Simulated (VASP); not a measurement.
A run of VASP 6.6.1 is set up as follows.

Contents of INCAR:

```
  PREC = Accurate
  ENCUT = 520
  EDIFF = 1E-7
  ISMEAR = -1
  SIGMA = 0.05
  LREAL = False
  LASPH = True
  NELM = 100
  ALGO = Normal
  ISIF = 2
  LWAVE = False
  LCHARG = False
  GGA = PS
  NBANDS = 37
```

KPOINTS

```
Automatic mesh
0
Gamma
  6 6 6
```

File POSCAR:

```
Ta4C3
1.0
    4.4154460004      0.0000000000      0.0000000000
    0.0000000000      4.4154460004      0.0000000000
    0.0000000000      0.0000000000      4.4154460004
Ta C
4 3
Direct
    0.0000000000      0.0000000000      0.0000000000
    0.5000000000      0.5000000000      0.0000000000
    0.5000000000      0.0000000000      0.5000000000
    0.0000000000      0.5000000000      0.5000000000
    0.0000000000      0.0000000000      0.5000000000
    0.0000000000      0.5000000000      0.0000000000
    0.5000000000      0.0000000000      0.0000000000
```

Potentials or basis: VASP PAW PBE potentials, release 64 (Ta_pv, C).

Command:

```bash
$ cat potpaw_PBE.64/Ta_pv/POTCAR potpaw_PBE.64/C/POTCAR > POTCAR
$ mpirun -np 1 vasp_std > vasp.out
```

(1) Predict the pressure.

(2) What does it give for the band gap on the k mesh?

Results:

(1) -2.0 GPa.

(2) zero (band 28 reaches 7.49 eV, above the bottom of band 29 at 6.27 eV).

Caveat: the PAW data sets were made with another functional, which shifts forces and pressure a little; spin-orbit coupling is left out, which moves the levels of the heavy elements.
